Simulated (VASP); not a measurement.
# Cr (I4/mmm) in VASP: notebook, part 2 of 2

VASP 6.6.1. The steps go on from the part before.

**5. Single point, PBE (strain +0.080 along x and y, -0.080 along z)**

Input file INCAR:

```
SYSTEM = Cr
PREC = Accurate ; ENCUT = 520
EDIFF = 1E-7 ; ISMEAR = 0
SIGMA = 0.15 ; LREAL = .False.
LASPH = .True. ; NELM = 80
ALGO = Fast ; ISIF = 2
LWAVE = .False. ; LCHARG = .False.
GGA = PE ; NBANDS = 12
```

Input file KPOINTS:

```
Automatic mesh
0
Gamma
  24 24 24
  0 0 0
```

Input file POSCAR:

```
Cr
1.0
   -1.5573060000      1.5573060000      1.3265940000
    1.5573060000     -1.5573060000      1.3265940000
    1.5573060000      1.5573060000     -1.3265940000
Cr
1
Direct
    0.0000000000      0.0000000000      0.0000000000
```

Potentials or basis: VASP PAW PBE potentials, release 64 (Cr_pv).

The run is started by

```sh
$ cat potpaw_PBE.64/Cr_pv/POTCAR > POTCAR
$ mpirun -np 1 vasp_std > vasp.out
```

OUTCAR:

```text
SYSTEM = Cr
   PREC = Accurate
   ENCUT = 520
   EDIFF = 1E-7
   ISMEAR = 0
   LREAL = .False.
   LASPH = .True.
   NELM = 80
   ISIF = 2
   GGA = PE

 ion  position               nearest neighbor table
   1  0.000  0.000  0.000-

  LATTYP: Found a body centered tetragonal cell.
 ALAT       =     3.1146120000
 C/A-ratio  =     0.8518518519

  Lattice vectors:

 A1 = (  -1.5573060000,   1.5573060000,   1.3265940000)
 A2 = (   1.5573060000,  -1.5573060000,   1.3265940000)
 A3 = (   1.5573060000,   1.5573060000,  -1.3265940000)

Analysis of symmetry for initial positions (statically):
=====================================================================
 Subroutine PRICEL returns:
 Original cell was already a primitive cell.

 Routine SETGRP: Setting up the symmetry group for a
 body centered tetragonal supercell.

 Subroutine GETGRP returns: Found 16 space group operations
 (whereof 16 operations were pure point group operations)
 out of a pool of 16 trial point group operations.

The static configuration has the point symmetry D_4h.

Analysis of symmetry for dynamics (positions and initial velocities):
=====================================================================
 Subroutine PRICEL returns:
 Original cell was already a primitive cell.

 Routine SETGRP: Setting up the symmetry group for a
 body centered tetragonal supercell.

 Subroutine GETGRP returns: Found 16 space group operations
 (whereof 16 operations were pure point group operations)
 out of a pool of 16 trial point group operations.

The dynamic configuration has the point symmetry D_4h.

 Subroutine INISYM returns: Found 16 space group operations
 (whereof 16 operations are pure point group operations),
 and found     1 'primitive' translations

----------------------------------------------------------------------------------------

                                     Primitive cell

  volume of cell :      12.8690

  direct lattice vectors                    reciprocal lattice vectors
    -1.557306000  1.557306000  1.326594000     0.000000000  0.321067279  0.376905067
     1.557306000 -1.557306000  1.326594000     0.321067279  0.000000000  0.376905067
     1.557306000  1.557306000 -1.326594000     0.321067279  0.321067279  0.000000000

  length of vectors
     2.571041734  2.571041734  2.571041734     0.495117791  0.495117791  0.454057700

  position of ions in fractional coordinates (direct lattice)
     0.000000000  0.000000000  0.000000000

  ion indices of the primitive-cell ions
   primitive index   ion index
                 1           1

----------------------------------------------------------------------------------------

 KPOINTS: Automatic mesh

Automatic generation of k-mesh.
 Grid dimensions read from file:
 generate k-points for:   24   24   24

 Generating k-lattice:

  Cartesian coordinates                     Fractional coordinates (reciprocal lattice)
     0.000000000  0.013377803  0.015704378     0.041666667 -0.000000000  0.000000000
     0.013377803  0.000000000  0.015704378    -0.000000000  0.041666667  0.000000000
     0.013377803  0.013377803  0.000000000     0.000000000  0.000000000  0.041666667

  Length of vectors
     0.020629908  0.020629908  0.018919071

  Shift w.r.t. Gamma in fractional coordinates (k-lattice)
     0.000000000  0.000000000  0.000000000

 Subroutine IBZKPT returns following result:
 ===========================================

 Found   1063 irreducible k-points:

 Following reciprocal coordinates:
            Coordinates               Weight
  0.000000  0.000000  0.000000      1.000000
  0.041667  0.000000  0.000000      8.000000
  0.083333  0.000000 -0.000000      8.000000
  0.125000  0.000000 -0.000000      8.000000
  0.166667  0.000000 -0.000000      8.000000
  0.208333  0.000000 -0.000000      8.000000
[... 16 lines left out ...]
  0.416667  0.041667  0.000000     16.000000
  0.458333  0.041667  0.000000     16.000000
 [... further k-points ...]
   k-points           NKPTS =   1063   k-points in BZ     NKDIM =   1063   number of bands    NBANDS=     12
   number of dos      NEDOS =    301   number of ions     NIONS =      1
   total plane-waves  NPLWV =   8000
   dimension x,y,z NGX =    20 NGY =   20 NGZ =   20
   dimension x,y,z NGXF=    40 NGYF=   40 NGZF=   40
   ions per type =               1
   NGX,Y,Z   is equivalent  to a cutoff of  12.93, 12.93, 12.93 a.u.
   NGXF,Y,Z  is equivalent  to a cutoff of  25.86, 25.86, 25.86 a.u.
 SYSTEM =  Cr
   PREC   = accura    normal or accurate (medium, high low for compatibility)
   ISTART =      0    job   : 0-new  1-cont  2-samecut
   ICHARG =      2    charge: 1-file 2-atom 10-const
   ISPIN  =      1    spin polarized calculation?
   LNONCOLLINEAR =      F non collinear calculations
   LSORBIT =      F    spin-orbit coupling
   LASPH  =      T    aspherical Exc in radial PAW
   ENCUT  =  520.0 eV  38.22 Ry    6.18 a.u.   4.78  4.78  4.78*2*pi/ulx,y,z
   NELM   =     80;   NELMIN=  2; NELMDL= -5     # of ELM steps
   EDIFF  = 0.1E-06   stopping-criterion for ELM
   LREAL  =      F    real-space projection
   EDIFFG = 0.1E-05   stopping-criterion for IOM
   NSW    =      0    number of steps for IOM
   IBRION =     -1    ionic relax: 0-MD 1-quasi-New 2-CG
   NFREE  =      0    steps in history (QN), initial steepest desc. (CG)
   ISIF   =      2    stress and relaxation
   ISYM   =      2    0-nonsym 1-usesym 2-fastsym
   POTIM  = 0.5000    time-step for ionic-motion
   TEBEG  =    0.0;   TEEND  =   0.0 temperature during run
   PSTRESS=    0.0 pullay stress
   NELECT =      12.0000    total number of electrons
   NUPDOWN=      -1.0000    fix difference up-down
   EMIN   =  10.00;   EMAX   =-10.00  energy-range for DOS
   EFERMI =   0.00;   METHOD = LEGACY
   ISMEAR =     0;   SIGMA  =   0.15  broadening in eV -4-tet -1-fermi 0-gaus
   EFERMI_NEDOS =   21; number of points for ismear=-14 and -15
   IALGO  =     68    algorithm
   IMIX   =      4    mixing-type and parameters
     AMIX     =   0.40;   BMIX     =  1.00
     AMIX_MAG =   1.60;   BMIX_MAG =  1.00
  volume/ion in A,a.u.               =      12.87        86.84
  Fermi-wavevector in a.u.,A,eV,Ry     =   1.599386  3.022401 34.804183  2.558035
  Thomas-Fermi vector in A             =   2.696687
   LORBIT       =      0    0 simple, 1 ext, 2 COOP (PROOUT), +10 PAW based schemes
   GGA     = PE    functional components
   LHFCALC =     F    Hartree Fock is set to
   AEXX    =    0.0000 exact exchange contribution
   IVDW    =     0    specifies the selected vdW correction
   LEPSILON=     F    determine dielectric tensor
   LRPA    =     F    only Hartree local field effects (RPA)
 non-spin polarized calculation
 RMM-DIIS sequential band-by-band and
 Gauss-broadening in eV      SIGMA  =   0.15
  energy-cutoff  :      520.00
  volume of cell :       12.87
 maximum number of plane-waves:       357
   NGX =  9   NGY =  9   NGZ =  9

 number of electron      12.0000000 magnetization

 Free energy of the ion-electron system (eV)
  ---------------------------------------------------
  ext. energy  EPLUGINS =         0.00000000
  ---------------------------------------------------
  free energy    TOTEN  =        -9.24797350 eV

  energy without entropy =       -9.23366436  energy(sigma->0) =       -9.24081893

 E-fermi :   9.4696     XC(G=0): -13.0477

 val. band max:        9.4692962034   @ k =  -0.0833   0.0833   0.0000
 cond. band min:       9.4734123166   @ k =  -0.4167   0.4583   0.1250
 fundamental gap:      0.0041161132
 Fermi energy:         9.4696233534

 k-point     1 :       0.0000    0.0000    0.0000
  band No.  band energies     occupation
      1     -33.3431      2.00000
      2     -33.3431      2.00000
      3     -33.2052      2.00000
      4       2.0642      2.00000
      5       8.0218      2.00000
      6       9.3221      1.83581
      7       9.3221      1.83581
      8       9.7152      0.02057
      9      10.9887      0.00000
     10      16.6295      0.00000
     11      29.7651      0.00000
     12      29.7651      0.00000
[... 331 lines left out ...]
 k-point    24 :       0.4583    0.0417    0.0000
  band No.  band energies     occupation
      1     -33.9277      2.00000
      2     -33.5553      2.00000
      3     -33.3585      2.00000
      4       5.6505      2.00000
      5       7.0615      2.00000
      6      10.2518      0.00000
      7      10.7673      0.00000
      8      11.6071      0.00000
      9      12.1207      0.00000
     10      16.6200      0.00000
     11      18.9353      0.00000
     12      25.1108      0.00000

 [... further k-points ...]

------------------------ aborting loop because EDIFF is reached ----------------------------------------

  FORCE on cell =-STRESS in cart. coord.  units (eV):
  Direction    XX          YY          ZZ          XY          YZ          ZX
  --------------------------------------------------------------------------------------
  -------------------------------------------------------------------------------------
  Total       -2.3981835     -2.3981835      0.1972901      0.0000000     -0.0000000      0.0000000
  in kB     -298.5706161   -298.5706161     24.5623454      0.0000000     -0.0000000      0.0000000
  external PRESSURE =    -190.8596289 kB  Pullay stress =       0.0000000 kB

 VOLUME and BASIS-vectors are now :
 -----------------------------------------------------------------------------
  energy-cutoff  :      520.00
  volume of cell :       12.87
      direct lattice vectors                 reciprocal lattice vectors
    -1.557306000  1.557306000  1.326594000     0.000000000  0.321067279  0.376905067
     1.557306000 -1.557306000  1.326594000     0.321067279  0.000000000  0.376905067
     1.557306000  1.557306000 -1.326594000     0.321067279  0.321067279  0.000000000

 POSITION                                       TOTAL-FORCE (eV/Angst)
 -----------------------------------------------------------------------------------
      0.00000      0.00000      0.00000        -0.000000     -0.000000      0.000000
 -----------------------------------------------------------------------------------
    total drift:                                0.000000     -0.000000      0.000000

  FREE ENERGIE OF THE ION-ELECTRON SYSTEM (eV)
  ---------------------------------------------------
  free  energy   TOTEN  =        -9.2479735000 eV

  energy  without entropy=       -9.2336643604  energy(sigma->0) =       -9.24081893
```

Run time: 76 s. Hardware: 1 thread of Intel Xeon Platinum 8559C (Emerald Rapids), shared host; peak memory 0.26 GiB.

What came out:

```
Free energy            : -9.2480 eV
Pressure               : -19.1 GPa
Band gap on the k mesh : zero (band 6 reaches 11.61 eV, above the bottom of band 7 at 8.70 eV)
```

Caveat: the cell differs from its parent crystal (strain +0.080 along x and y, -0.080 along z); the run has no spin polarisation, though such a crystal can be magnetic.

**6. Overview**

| cell | gap on the mesh (eV) | pressure (GPa) |
| --- | --- | --- |
| a = 2.502 Å, angles 106.3, 106.3, 115.9°, 1 atom | none | -6.1 |
| a = 2.402 Å, angles 112.9, 112.9, 102.7°, 1 atom | none | 30.2 |
| a = 2.533 Å, angles 107.4, 107.4, 113.7°, 1 atom | none | -15.9 |
| a = 2.571 Å, angles 105.4, 105.4, 117.9°, 1 atom | none | -19.1 |

Alike in all rows: task single point; level PBE; potentials or basis VASP PAW PBE potentials, release 64 (Cr_pv); no spin polarisation; k mesh 24 × 24 × 24; cutoff (eV) 520; smearing gaussian 0.15 eV.

Caveats: the run has no spin polarisation, though such a crystal can be magnetic.

Total energies depend on the potentials used, so only differences within one code and one set of settings carry meaning.
